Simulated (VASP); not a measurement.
# Hg (P6/mmm) in VASP: further runs

The runs below take Hg through single point, with PBEsol.

Everything below comes from runs of VASP 6.6.1. Logs are shortened: lines on timing, memory, paths and dates and some standing lists are left out, and cuts for length are marked.

### Step 1. The cell of the first run

The structure is hexagonal, space group P6/mmm (No. 191). Conventional cell: a = 4.449 Å, b = 4.449 Å, c = 3.870 Å, α = 90.00°, β = 90.00°, γ = 120.00°. Within 3.4 Å of Hg (site symmetry -6m2) lie 9 Hg at 2.57 to 3.22 Å. Hg (site symmetry 6/mmm) has 14 Hg at 3.22 to 3.87 Å within 4.2 Å.

### Step 2. Single point, PBEsol (equal xx and yy strain of -2 %)

File INCAR:

```
PREC     = Accurate       # precision mode
ENCUT    = 520            # plane-wave cutoff, eV
EDIFF    = 1E-7           # SCF threshold, eV
ISMEAR   = -1             # smearing method
SIGMA    = 0.05           # smearing width, eV
LREAL    = F              # projectors in reciprocal space
LASPH    = T              # aspherical terms in the spheres
NELM     = 100            # most SCF steps
ALGO     = Normal         # electronic algorithm
ISIF     = 2              # what is computed and relaxed
LWAVE    = F              # write WAVECAR
LCHARG   = T              # write CHGCAR
GGA      = PS             # functional
LELF     = T              # ELF
LVHAR    = T            
NBANDS   = 25             # bands
```

File KPOINTS:

```
regular mesh
0
Gamma
  8 8 9
```

File POSCAR:

```
Hg
1.0
    4.4492019804      0.0000000000      0.0000000000
   -2.2246009902      3.8531219415      0.0000000000
    0.0000000000      0.0000000000      3.8700000000
Hg
3
Direct
    0.3333333333      0.6666666667      0.5000000000
    0.0000000000      0.0000000000      0.0000000000
    0.6666666667      0.3333333333      0.5000000000
```

Potentials or basis: VASP PAW PBE potentials, release 64 (Hg).

The run is started by

```bash
$ cat potpaw_PBE.64/Hg/POTCAR > POTCAR
$ mpirun -np 1 vasp_std > vasp.out
```

OUTCAR:

```text
PREC = Accurate
   ENCUT = 520
   EDIFF = 1E-7
   ISMEAR = -1
   LREAL = F
   LASPH = T
   NELM = 100
   ISIF = 2
   GGA = PS

 ion  position               nearest neighbor table
   1  0.333  0.667  0.500-   3 2.57   3 2.57   3 2.57   2 3.22   2 3.22   2 3.22   2 3.22   2 3.22
                             2 3.22
   2  0.000  0.000  0.000-   1 3.22   3 3.22   1 3.22   3 3.22   1 3.22   1 3.22   3 3.22   3 3.22
                             3 3.22   3 3.22   1 3.22   1 3.22
   3  0.667  0.333  0.500-   1 2.57   1 2.57   1 2.57   2 3.22   2 3.22   2 3.22   2 3.22   2 3.22
                             2 3.22

  LATTYP: Found a hexagonal cell.
 ALAT       =     4.4492019804
 C/A-ratio  =     0.8698189062

  Lattice vectors:

 A1 = (   4.4492019804,   0.0000000000,   0.0000000000)
 A2 = (  -2.2246009902,   3.8531219415,   0.0000000000)
 A3 = (   0.0000000000,   0.0000000000,   3.8700000000)

Analysis of symmetry for initial positions (statically):
=====================================================================
 Subroutine PRICEL returns:
 Original cell was already a primitive cell.

 Routine SETGRP: Setting up the symmetry group for a
 hexagonal supercell.

 Subroutine GETGRP returns: Found 24 space group operations
 (whereof 24 operations were pure point group operations)
 out of a pool of 24 trial point group operations.

The static configuration has the point symmetry D_6h.

Analysis of symmetry for dynamics (positions and initial velocities):
=====================================================================
 Subroutine PRICEL returns:
 Original cell was already a primitive cell.

 Routine SETGRP: Setting up the symmetry group for a
 hexagonal supercell.

 Subroutine GETGRP returns: Found 24 space group operations
 (whereof 24 operations were pure point group operations)
 out of a pool of 24 trial point group operations.

The dynamic configuration has the point symmetry D_6h.

 Subroutine INISYM returns: Found 24 space group operations
 (whereof 24 operations are pure point group operations),
 and found     1 'primitive' translations

----------------------------------------------------------------------------------------

                                     Primitive cell

  volume of cell :      66.3446

  direct lattice vectors                    reciprocal lattice vectors
     4.449201980  0.000000000  0.000000000     0.224759407  0.129764904  0.000000000
    -2.224600990  3.853121941  0.000000000     0.000000000  0.259529809  0.000000000
     0.000000000  0.000000000  3.870000000     0.000000000  0.000000000  0.258397933

  length of vectors
     4.449201980  4.449201980  3.870000000     0.259529809  0.259529809  0.258397933

  position of ions in fractional coordinates (direct lattice)
     0.333333333  0.666666667  0.500000000
     0.000000000  0.000000000  0.000000000
     0.666666667  0.333333333  0.500000000

  ion indices of the primitive-cell ions
   primitive index   ion index
                 1           1
                 2           2
                 3           3

----------------------------------------------------------------------------------------

 KPOINTS: regular mesh

Automatic generation of k-mesh.
 Grid dimensions read from file:
 generate k-points for:    8    8    9

 Generating k-lattice:

  Cartesian coordinates                     Fractional coordinates (reciprocal lattice)
     0.028094926  0.016220613  0.000000000     0.125000000  0.000000000  0.000000000
     0.000000000  0.032441226  0.000000000     0.000000000  0.125000000  0.000000000
     0.000000000  0.000000000  0.028710881     0.000000000  0.000000000  0.111111111

  Length of vectors
     0.032441226  0.032441226  0.028710881

  Shift w.r.t. Gamma in fractional coordinates (k-lattice)
     0.000000000  0.000000000  0.000000000

 Subroutine IBZKPT returns following result:
 ===========================================

 Found     50 irreducible k-points:

 Following reciprocal coordinates:
            Coordinates               Weight
  0.000000  0.000000  0.000000      1.000000
  0.125000 -0.000000  0.000000      6.000000
  0.250000 -0.000000  0.000000      6.000000
  0.375000 -0.000000  0.000000      6.000000
  0.500000 -0.000000  0.000000      3.000000
  0.125000  0.125000  0.000000      6.000000
[... 16 lines left out ...]
  0.250000 -0.000000  0.222222     12.000000
  0.375000 -0.000000  0.222222     12.000000
 [... further k-points ...]
   k-points           NKPTS =     50   k-points in BZ     NKDIM =     50   number of bands    NBANDS=     25
   number of dos      NEDOS =    301   number of ions     NIONS =      3
   total plane-waves  NPLWV =  38880
   dimension x,y,z NGX =    36 NGY =   36 NGZ =   30
   dimension x,y,z NGXF=    72 NGYF=   72 NGZF=   60
   ions per type =               3
   NGX,Y,Z   is equivalent  to a cutoff of  13.45, 13.45, 12.89 a.u.
   NGXF,Y,Z  is equivalent  to a cutoff of  26.90, 26.90, 25.77 a.u.
 SYSTEM =  unknown system
   PREC   = accura    normal or accurate (medium, high low for compatibility)
   ISTART =      0    job   : 0-new  1-cont  2-samecut
   ICHARG =      2    charge: 1-file 2-atom 10-const
   ISPIN  =      1    spin polarized calculation?
   LNONCOLLINEAR =      F non collinear calculations
   LSORBIT =      F    spin-orbit coupling
   LASPH  =      T    aspherical Exc in radial PAW
   ENCUT  =  520.0 eV  38.22 Ry    6.18 a.u.   8.27  8.27  7.20*2*pi/ulx,y,z
   NELM   =    100;   NELMIN=  2; NELMDL= -5     # of ELM steps
   EDIFF  = 0.1E-06   stopping-criterion for ELM
   LREAL  =      F    real-space projection
   EDIFFG = 0.1E-05   stopping-criterion for IOM
   NSW    =      0    number of steps for IOM
   IBRION =     -1    ionic relax: 0-MD 1-quasi-New 2-CG
   NFREE  =      0    steps in history (QN), initial steepest desc. (CG)
   ISIF   =      2    stress and relaxation
   ISYM   =      2    0-nonsym 1-usesym 2-fastsym
   POTIM  = 0.5000    time-step for ionic-motion
   TEBEG  =    0.0;   TEEND  =   0.0 temperature during run
   PSTRESS=    0.0 pullay stress
   NELECT =      36.0000    total number of electrons
   NUPDOWN=      -1.0000    fix difference up-down
   EMIN   =  10.00;   EMAX   =-10.00  energy-range for DOS
   EFERMI =   0.00;   METHOD = LEGACY
   ISMEAR =    -1;   SIGMA  =   0.05  broadening in eV -4-tet -1-fermi 0-gaus
   EFERMI_NEDOS =   21; number of points for ismear=-14 and -15
   IALGO  =     38    algorithm
   IMIX   =      4    mixing-type and parameters
     AMIX     =   0.40;   BMIX     =  1.00
     AMIX_MAG =   1.60;   BMIX_MAG =  1.00
  volume/ion in A,a.u.               =      22.11       149.24
  Fermi-wavevector in a.u.,A,eV,Ry     =   1.335284  2.523321 24.258969  1.782984
  Thomas-Fermi vector in A             =   2.464000
   LORBIT       =      0    0 simple, 1 ext, 2 COOP (PROOUT), +10 PAW based schemes
   GGA     = PS    functional components
   LHFCALC =     F    Hartree Fock is set to
   AEXX    =    0.0000 exact exchange contribution
   IVDW    =     0    specifies the selected vdW correction
   LEPSILON=     F    determine dielectric tensor
   LRPA    =     F    only Hartree local field effects (RPA)
 non-spin polarized calculation
  energy-cutoff  :      520.00
  volume of cell :       66.34
 maximum number of plane-waves:      1817
 NGX is ok and might be reduce to    36
   NGX = 17   NGY = 17   NGZ = 15

 number of electron      35.9999991 magnetization

 Free energy of the ion-electron system (eV)
  ---------------------------------------------------
  ext. energy  EPLUGINS =         0.00000000
  ---------------------------------------------------
  free energy    TOTEN  =        -0.77117166 eV

  energy without entropy =       -0.75897702  energy(sigma->0) =       -0.76507434

 E-fermi :   3.3266     XC(G=0): -11.3244

 val. band max:        3.3242019743   @ k =   0.2500   0.1250   0.3333
 cond. band min:       3.3558892063   @ k =   0.1250  -0.0000   0.0000
 fundamental gap:      0.0316872319
 Fermi energy:         3.3266217879

 k-point     1 :       0.0000    0.0000    0.0000
  band No.  band energies     occupation
      1      -7.1104      2.00000
      2      -5.1918      2.00000
      3      -4.8865      2.00000
      4      -4.8865      2.00000
      5      -4.6729      2.00000
      6      -4.6729      2.00000
[... 17 lines left out ...]
     24      11.2480      0.00000
     25      15.9545      0.00000

 k-point     2 :       0.1250   -0.0000    0.0000
  band No.  band energies     occupation
      1      -6.9295      2.00000
      2      -5.2105      2.00000
      3      -5.1355      2.00000
      4      -5.0920      2.00000
      5      -4.8017      2.00000
      6      -4.7486      2.00000
[... 17 lines left out ...]
     24      11.5589      0.00000
     25      14.9870      0.00000

 k-point     3 :       0.2500   -0.0000    0.0000
  band No.  band energies     occupation
      1      -6.4331      2.00000
      2      -5.6474      2.00000
      3      -5.4264      2.00000
      4      -5.0040      2.00000
      5      -4.8993      2.00000
      6      -4.7935      2.00000
[... 17 lines left out ...]
     24      12.9369      0.00000
     25      13.1453      0.00000

 k-point     4 :       0.3750   -0.0000    0.0000
  band No.  band energies     occupation
      1      -6.0296      2.00000
      2      -5.7631      2.00000
      3      -5.6092      2.00000
      4      -5.1490      2.00000
      5      -4.6919      2.00000
      6      -4.6087      2.00000
[... 17 lines left out ...]
     24      12.6779      0.00000
     25      13.0169      0.00000
[... 477 lines left out ...]
 k-point    22 :       0.1250   -0.0000    0.2222
  band No.  band energies     occupation
      1      -6.6639      2.00000
      2      -5.2295      2.00000
      3      -5.2071      2.00000
      4      -4.9497      2.00000
      5      -4.9371      2.00000
      6      -4.7527      2.00000
[... 17 lines left out ...]
     24      11.9103      0.00000
     25      12.0112      0.00000

 k-point    23 :       0.2500   -0.0000    0.2222
  band No.  band energies     occupation
      1      -6.3067      2.00000
      2      -5.5802      2.00000
      3      -5.4706      2.00000
      4      -5.0527      2.00000
      5      -4.9689      2.00000
      6      -4.4908      2.00000
[... 17 lines left out ...]
     24      11.1658      0.00000
     25      13.6529      0.00000

 k-point    24 :       0.3750   -0.0000    0.2222
  band No.  band energies     occupation
      1      -6.0341      2.00000
      2      -5.7090      2.00000
      3      -5.6402      2.00000
      4      -5.1338      2.00000
      5      -4.9461      2.00000
      6      -4.1261      2.00000
[... 17 lines left out ...]
     24      12.4914      0.00000
     25      14.4993      0.00000

 [... further k-points ...]
[... 5 lines left out ...]
  --------------------------------------------------------------------------------------
  -------------------------------------------------------------------------------------
  Total        8.1634268      8.1634268      0.4747754      0.0000000     -0.0000000     -0.0000000
  in kB      197.1411303    197.1411303     11.4654994      0.0000000     -0.0000000     -0.0000000
  external PRESSURE =     135.2492533 kB  Pullay stress =       0.0000000 kB

 VOLUME and BASIS-vectors are now :
 -----------------------------------------------------------------------------
  energy-cutoff  :      520.00
  volume of cell :       66.34
      direct lattice vectors                 reciprocal lattice vectors
     4.449201980  0.000000000  0.000000000     0.224759407  0.129764904  0.000000000
    -2.224600990  3.853121941  0.000000000     0.000000000  0.259529809  0.000000000
     0.000000000  0.000000000  3.870000000     0.000000000  0.000000000  0.258397933

 POSITION                                       TOTAL-FORCE (eV/Angst)
 -----------------------------------------------------------------------------------
     -0.00000      2.56875      1.93500         0.000000      0.000000      0.000000
      0.00000      0.00000      0.00000         0.000000      0.000000     -0.000000
      2.22460      1.28437      1.93500        -0.000000     -0.000000     -0.000000
 -----------------------------------------------------------------------------------
    total drift:                                0.000000     -0.000000     -0.000000

  FREE ENERGIE OF THE ION-ELECTRON SYSTEM (eV)
  ---------------------------------------------------
  free  energy   TOTEN  =        -0.7711716645 eV

  energy  without entropy=       -0.7589770249  energy(sigma->0) =       -0.76507434
```

It took 42 s on 1 thread of Intel Xeon Platinum 8488C (Sapphire Rapids), shared host; peak memory 0.22 GiB.

What came out:

| Property | Result |
| --- | --- |
| Free energy | -0.7712 eV |
| Pressure | 13.5 GPa |
| Band gap on the k mesh | zero (band 18 reaches 7.69 eV, above the bottom of band 19 at 2.18 eV) |

Caveat: the cell differs from its parent crystal (equal xx and yy strain of -2 %); the PAW data sets were made with another functional, which shifts forces and pressure a little; spin-orbit coupling is left out, which moves the levels of the heavy elements.

### Step 3. Single point, PBEsol (equal xx and yy strain of -1 %)

File INCAR:

```
PREC = Accurate
ENCUT = 520
EDIFF = 1E-6
ISMEAR = -1
SIGMA = 0.05
LREAL = F
LASPH = T
NELM = 100
ALGO = Normal
ISIF = 2
LWAVE = F
LCHARG = F
GGA = PS
NBANDS = 25
```

KPOINTS is that of step 2.

File POSCAR:

```
Hg
1.0
    4.4946020006      0.0000000000      0.0000000000
   -2.2473010003      3.8924395124      0.0000000000
    0.0000000000      0.0000000000      3.8700000000
Hg
3
Direct
    0.3333333333      0.6666666667      0.5000000000
    0.0000000000      0.0000000000      0.0000000000
    0.6666666667      0.3333333333      0.5000000000
```

Potentials or basis: VASP PAW PBE potentials, release 64 (Hg).

The run is started by

```bash
$ cat potpaw_PBE.64/Hg/POTCAR > POTCAR
$ mpirun -np 1 vasp_std > vasp.out
```

It took 34 s on 1 thread of Intel Xeon Platinum 8488C (Sapphire Rapids), shared host; peak memory 0.22 GiB.

It converged, with:

```
Free energy            : -0.9242 eV
Pressure               : 10.9 GPa
Band gap on the k mesh : zero (band 18 reaches 7.42 eV, above the bottom of band 19 at 2.07 eV)
```

Stress tensor (GPa, compression positive):
```
16.21  0.00  0.00
 0.00 16.21  0.00
 0.00  0.00  0.39
```

Levels at points of the mesh, in eV from the Fermi level:
```
           k point  band 14  band 15  band 16  band 17  band 18  band 19  band 20  band 21  band 22  band 23
(0.00, 0.00, 0.00)    -6.69    -5.92    -5.92     0.50     1.78     2.88     3.68     3.68     3.95     3.95
(0.50, 0.00, 0.00)    -6.29    -5.87    -5.78    -4.97    -0.72     0.44     6.07     6.10     7.03     7.79
```

Caveat: the cell differs from its parent crystal (equal xx and yy strain of -1 %); the PAW data sets were made with another functional, which shifts forces and pressure a little; spin-orbit coupling is left out, which moves the levels of the heavy elements.
